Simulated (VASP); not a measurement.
# Cr (P6_3/mmc) in VASP: relaxation of shape and atoms at fixed volume with PBE

Aim: the relaxation of shape and atoms at fixed volume of Cr with PBE.

Everything below comes from runs of VASP 6.6.1. Logs are shortened: lines on timing, memory, paths and dates and some standing lists are left out, and cuts for length are marked.

## (1) The cell of the first run

It takes space group P6_3/mmc (No. 194, hexagonal). The conventional cell has a = 2.437 Å, b = 2.437 Å, c = 4.356 Å, α = 90.00°, β = 90.00°, γ = 120.00°. Within 3.2 Å of Cr (site symmetry -6m2) lie 12 Cr at 2.44 to 2.59 Å.

## (2) Relaxation of shape and atoms at fixed volume, PBE (volume scaled by 0.94)

INCAR reads:

```
SYSTEM = Cr
PREC = Accurate
ENCUT = 600
EDIFF = 1E-7
ISMEAR = 0
SIGMA = 0.1
LREAL = .FALSE.
LASPH = .TRUE.
NELM = 100
ALGO = Normal
ISIF = 4
LWAVE = .FALSE.
LCHARG = .FALSE.
GGA = PE
IBRION = 2
NSW = 50
EDIFFG = -0.01
```

KPOINTS reads:

```
regular mesh
0
G
  21 21 10
  0 0 0
```

POSCAR reads:

```
Cr
1.0
    2.4366012439      0.0000000000      0.0000000000
   -1.2183006220      2.1101585761      0.0000000000
    0.0000000000      0.0000000000      4.3563997462
Cr
2
Direct
    0.3333333333      0.6666666667      0.2500000000
    0.6666666667      0.3333333333      0.7500000000
```

Potentials or basis: VASP PAW PBE potentials, release 64 (Cr_pv).

Launch:

```bash
$ cat potpaw_PBE.64/Cr_pv/POTCAR > POTCAR
$ mpirun -np 1 vasp_std > vasp.out
```

OUTCAR:

```text
SYSTEM = Cr
   PREC = Accurate
   ENCUT = 600
   EDIFF = 1E-7
   ISMEAR = 0
   LREAL = .FALSE.
   LASPH = .TRUE.
   NELM = 100
   ISIF = 4
   GGA = PE
   IBRION = 2
   NSW = 50
   EDIFFG = -0.01

 ion  position               nearest neighbor table
   1  0.333  0.667  0.250-   2 2.59   2 2.59   2 2.59   2 2.59   2 2.59   2 2.59
   2  0.667  0.333  0.750-   1 2.59   1 2.59   1 2.59   1 2.59   1 2.59   1 2.59

  LATTYP: Found a hexagonal cell.
 ALAT       =     2.4366012439
 C/A-ratio  =     1.7879001569

  Lattice vectors:

 A1 = (   2.4366012439,   0.0000000000,   0.0000000000)
 A2 = (  -1.2183006220,   2.1101585761,   0.0000000000)
 A3 = (   0.0000000000,   0.0000000000,   4.3563997462)

Analysis of symmetry for initial positions (statically):
=====================================================================
 Subroutine PRICEL returns:
 Original cell was already a primitive cell.

 Routine SETGRP: Setting up the symmetry group for a
 hexagonal supercell.

 Subroutine GETGRP returns: Found 24 space group operations
 (whereof 12 operations were pure point group operations)
 out of a pool of 24 trial point group operations.

The static configuration has the point symmetry D_3d.
 The point group associated with its full space group is D_6h.

Analysis of symmetry for dynamics (positions and initial velocities):
=====================================================================
 Subroutine PRICEL returns:
 Original cell was already a primitive cell.

 Routine SETGRP: Setting up the symmetry group for a
 hexagonal supercell.

 Subroutine GETGRP returns: Found 24 space group operations
 (whereof 12 operations were pure point group operations)
 out of a pool of 24 trial point group operations.

The dynamic configuration has the point symmetry D_3d.
 The point group associated with its full space group is D_6h.

 Subroutine INISYM returns: Found 24 space group operations
 (whereof 12 operations are pure point group operations),
 and found     1 'primitive' translations

----------------------------------------------------------------------------------------

                                     Primitive cell

  volume of cell :      22.3989

  direct lattice vectors                    reciprocal lattice vectors
     2.436601244  0.000000000  0.000000000     0.410407736  0.236949017  0.000000000
    -1.218300622  2.110158576  0.000000000     0.000000000  0.473898034  0.000000000
     0.000000000  0.000000000  4.356399746     0.000000000  0.000000000  0.229547346

  length of vectors
     2.436601244  2.436601244  4.356399746     0.473898034  0.473898034  0.229547346

  position of ions in fractional coordinates (direct lattice)
     0.333333333  0.666666667  0.250000000
     0.666666667  0.333333333  0.750000000

  ion indices of the primitive-cell ions
   primitive index   ion index
                 1           1
                 2           2

----------------------------------------------------------------------------------------

 KPOINTS: regular mesh

Automatic generation of k-mesh.
 Grid dimensions read from file:
 generate k-points for:   21   21   10

 Generating k-lattice:

  Cartesian coordinates                     Fractional coordinates (reciprocal lattice)
     0.019543226  0.011283287  0.000000000     0.047619048  0.000000000  0.000000000
     0.000000000  0.022566573  0.000000000     0.000000000  0.047619048  0.000000000
     0.000000000  0.000000000  0.022954735     0.000000000  0.000000000  0.100000000

  Length of vectors
[... 49 lines left out ...]
   ISPIN  =      1    spin polarized calculation?
   LNONCOLLINEAR =      F non collinear calculations
   LSORBIT =      F    spin-orbit coupling
   LASPH  =      T    aspherical Exc in radial PAW
   ENCUT  =  600.0 eV  44.10 Ry    6.64 a.u.   4.87  4.87  8.70*2*pi/ulx,y,z
   NELM   =    100;   NELMIN=  2; NELMDL= -5     # of ELM steps
   EDIFF  = 0.1E-06   stopping-criterion for ELM
   LREAL  =      F    real-space projection
   EDIFFG = -.1E-01   stopping-criterion for IOM
   NSW    =     50    number of steps for IOM
   IBRION =      2    ionic relax: 0-MD 1-quasi-New 2-CG
   NFREE  =      1    steps in history (QN), initial steepest desc. (CG)
   ISIF   =      4    stress and relaxation
   ISYM   =      2    0-nonsym 1-usesym 2-fastsym
   POTIM  = 0.5000    time-step for ionic-motion
   TEBEG  =    0.0;   TEEND  =   0.0 temperature during run
   PSTRESS=    0.0 pullay stress
   NELECT =      24.0000    total number of electrons
   NUPDOWN=      -1.0000    fix difference up-down
   EMIN   =  10.00;   EMAX   =-10.00  energy-range for DOS
   EFERMI =   0.00;   METHOD = LEGACY
   ISMEAR =     0;   SIGMA  =   0.10  broadening in eV -4-tet -1-fermi 0-gaus
   EFERMI_NEDOS =   21; number of points for ismear=-14 and -15
   IALGO  =     38    algorithm
   IMIX   =      4    mixing-type and parameters
     AMIX     =   0.40;   BMIX     =  1.00
     AMIX_MAG =   1.60;   BMIX_MAG =  1.00
  volume/ion in A,a.u.               =      11.20        75.58
  Fermi-wavevector in a.u.,A,eV,Ry     =   1.675211  3.165690 38.182458  2.806331
  Thomas-Fermi vector in A             =   2.759870
   LORBIT       =      0    0 simple, 1 ext, 2 COOP (PROOUT), +10 PAW based schemes
   GGA     = PE    functional components
   LHFCALC =     F    Hartree Fock is set to
   AEXX    =    0.0000 exact exchange contribution
   IVDW    =     0    specifies the selected vdW correction
   LEPSILON=     F    determine dielectric tensor
   LRPA    =     F    only Hartree local field effects (RPA)
 conjugate gradient relaxation of ions
 non-spin polarized calculation
 Gauss-broadening in eV      SIGMA  =   0.10
  energy-cutoff  :      600.00
  volume of cell :       22.40
 maximum number of plane-waves:       766
 NGX is ok and might be reduce to    20
   NGX =  9   NGY =  9   NGZ = 17

--------------------------------------- Ionic step        1  -------------------------------------------

 number of electron      23.9999993 magnetization

 Free energy of the ion-electron system (eV)
  ---------------------------------------------------
  ext. energy  EPLUGINS =         0.00000000
  ---------------------------------------------------
  free energy    TOTEN  =       -18.16527567 eV

  energy without entropy =      -18.15086294  energy(sigma->0) =      -18.15806930

------------------------ aborting loop because EDIFF is reached ----------------------------------------

  FORCE on cell =-STRESS in cart. coord.  units (eV):
  Direction    XX          YY          ZZ          XY          YZ          ZX
  --------------------------------------------------------------------------------------
  -------------------------------------------------------------------------------------
  Total        2.2939094      2.2939094      2.1632104     -0.0000000     -0.0000000      0.0000000
  in kB      164.0814789    164.0814789    154.7326894     -0.0000000     -0.0000000      0.0000000
  external PRESSURE =     160.9652157 kB  Pullay stress =       0.0000000 kB

 VOLUME and BASIS-vectors are now :
 -----------------------------------------------------------------------------
  energy-cutoff  :      600.00
  volume of cell :       22.40
      direct lattice vectors                 reciprocal lattice vectors
     2.436601244  0.000000000  0.000000000     0.410407736  0.236949017  0.000000000
    -1.218300622  2.110158576  0.000000000     0.000000000  0.473898034  0.000000000
     0.000000000  0.000000000  4.356399746     0.000000000  0.000000000  0.229547346

 POSITION                                       TOTAL-FORCE (eV/Angst)
 -----------------------------------------------------------------------------------
     -0.00000      1.40677      1.08910         0.000000      0.000000      0.000000
      1.21830      0.70339      3.26730        -0.000000     -0.000000      0.000000
 -----------------------------------------------------------------------------------
    total drift:                               -0.000000      0.000000     -0.000000

  FREE ENERGIE OF THE ION-ELECTRON SYSTEM (eV)
  ---------------------------------------------------
  free  energy   TOTEN  =       -18.1652756653 eV

  energy  without entropy=      -18.1508629389  energy(sigma->0) =      -18.15806930

--------------------------------------- Ionic step        2  -------------------------------------------

 number of electron      23.9999992 magnetization

 Free energy of the ion-electron system (eV)
  ---------------------------------------------------
  ext. energy  EPLUGINS =         0.00000000
  ---------------------------------------------------
  free energy    TOTEN  =       -18.16538406 eV

  energy without entropy =      -18.15092343  energy(sigma->0) =      -18.15815375

 E-fermi :  11.2502     XC(G=0): -13.8304

 val. band max:       11.2480916855   @ k =   0.0476   0.0000   0.1000
 cond. band min:      11.2532075997   @ k =   0.3810   0.2381   0.0000
 fundamental gap:      0.0051159142
 Fermi energy:        11.2501795836

 k-point     1 :       0.0000    0.0000    0.0000
  band No.  band energies     occupation
      1     -32.0693      2.00000
      2     -31.2448      2.00000
      3     -31.0890      2.00000
      4     -31.0890      2.00000
      5     -31.0106      2.00000
      6     -31.0106      2.00000
[... 433 lines left out ...]
      3     -31.5220      2.00000
      4     -31.2748      2.00000
      5     -31.2318      2.00000
      6     -31.1361      2.00000
[... 8 lines left out ...]
     15      12.5134      0.00000
     16      12.8866      0.00000

 [... further k-points ...]
[... 5 lines left out ...]
  --------------------------------------------------------------------------------------
  -------------------------------------------------------------------------------------
  Total        2.2305501      2.2305501      2.2589828     -0.0000000      0.0000000      0.0000000
  in kB      159.5494413    159.5494413    161.5832053     -0.0000000      0.0000000      0.0000000
  external PRESSURE =     160.2273626 kB  Pullay stress =       0.0000000 kB

 VOLUME and BASIS-vectors are now :
 -----------------------------------------------------------------------------
  energy-cutoff  :      600.00
  volume of cell :       22.40
      direct lattice vectors                 reciprocal lattice vectors
     2.439164508 -0.000000000  0.000000000     0.409976447  0.236700012  0.000000000
    -1.219582254  2.112378428 -0.000000000     0.000000000  0.473400025  0.000000000
     0.000000000 -0.000000000  4.347248467    -0.000000000  0.000000000  0.230030560

 POSITION                                       TOTAL-FORCE (eV/Angst)
 -----------------------------------------------------------------------------------
     -0.00000      1.40825      1.08681         0.000000      0.000000      0.000000
      1.21958      0.70413      3.26044        -0.000000     -0.000000      0.000000
 -----------------------------------------------------------------------------------
    total drift:                               -0.000000      0.000000     -0.000000

  FREE ENERGIE OF THE ION-ELECTRON SYSTEM (eV)
  ---------------------------------------------------
  free  energy   TOTEN  =       -18.1653840604 eV

  energy  without entropy=      -18.1509234301  energy(sigma->0) =      -18.15815375

 reached required accuracy - stopping structural energy minimisation
```

Run time: 2.2 min. Hardware: 1 thread of Intel Xeon Platinum 8259CL at 2.50GHz (Skylake/Cascade Lake), shared host; peak memory 0.23 GiB.

What came out:

```
Free energy               : -18.1654 eV
Energy gained by relaxing : 0.1 meV/atom
Ionic steps               : 2
Pressure after relaxing   : 16.0 GPa
Band gap on the k mesh    : zero (band 12 reaches 12.26 eV, above the bottom of band 13 at 10.87 eV)
```

Stress tensor (GPa, compression positive):
```
15.95  0.00  0.00
 0.00 15.95  0.00
 0.00  0.00 16.16
```

Step by step:
| step | energy change (eV) | largest force (eV/Å) | pressure (GPa) | volume (Å³) |
| --- | --- | --- | --- | --- |
| 1 | 0.0000 | 0.0000 | 16.10 | 22.40 |
| 2 | -0.0001 | 0.0000 | 16.02 | 22.40 |

Final structure:
```cif
data_structure
_symmetry_space_group_name_H-M 'P 1'
_symmetry_Int_Tables_number 1
_cell_length_a 2.4392
_cell_length_b 2.4392
_cell_length_c 4.3472
_cell_angle_alpha 90.000
_cell_angle_beta 90.000
_cell_angle_gamma 120.000
_cell_volume 22.40
loop_
_atom_site_label
_atom_site_type_symbol
_atom_site_fract_x
_atom_site_fract_y
_atom_site_fract_z
_atom_site_occupancy
Cr1 Cr 0.33333 0.66667 0.25000 1
Cr2 Cr 0.66667 0.33333 0.75000 1
```

Caveat: the cell differs from its parent crystal (volume scaled by 0.94); the run has no spin polarisation, though such a crystal can be magnetic.
